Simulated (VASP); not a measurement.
Input of a VASP 6.6.1 run:

File POSCAR:

```
GaP
1.0
    2.6979975000      2.6979975000      0.0000000000
   -2.6979975000      2.6979975000      0.0000000000
    0.0000000000      2.6979975000      2.7416015000
Ga P
1 1
Direct
    0.0000000000      0.0000000000      0.0000000000
    0.7500000000      0.2500000000      0.5000000000
```

Contents of INCAR.step1:

```
SYSTEM = GaP
PREC = Accurate
ENCUT = 520
ISMEAR = 0
SIGMA = 0.01
LREAL = .FALSE.
LASPH = .TRUE.
NELM = 80
NBANDS = 16
GGA = PE
ALGO = Normal
EDIFF = 1E-4
LWAVE = .TRUE.
LCHARG = .FALSE.
```

The input INCAR.step2:

```
SYSTEM = GaP
PREC = Accurate
ENCUT = 520
EDIFF = 1E-6
ISMEAR = 0
SIGMA = 0.01
LREAL = .FALSE.
LASPH = .TRUE.
NELM = 80
ALGO = Normal
ISIF = 2
LWAVE = .FALSE.
LCHARG = .FALSE.
METAGGA = R2SCAN
LMIXTAU = .TRUE.
NBANDS = 16
ISTART = 1
```

The input KPOINTS:

```
Automatic mesh
0
G
  8 8 8
  0 0 0
```

Potentials or basis: VASP PAW PBE potentials, release 64 (Ga_d, P).

Command:

```console
$ cat potpaw_PBE.64/Ga_d/POTCAR potpaw_PBE.64/P/POTCAR > POTCAR
$ cp INCAR.step1 INCAR
$ mpirun -np 1 vasp_std > vasp.out
$ cp INCAR.step2 INCAR
$ mpirun -np 1 vasp_std > vasp.out
```

(1) What does it give for the pressure?

(2) What does it give for the band gap on the k mesh?

Answers

(1) 1.2 GPa.

(2) 1.80 eV, indirect (least direct gap 2.43 eV).

Caveat: the cell differs from its parent crystal (in-plane strain -0.01); the PAW data sets were made with another functional, which shifts forces and pressure a little.
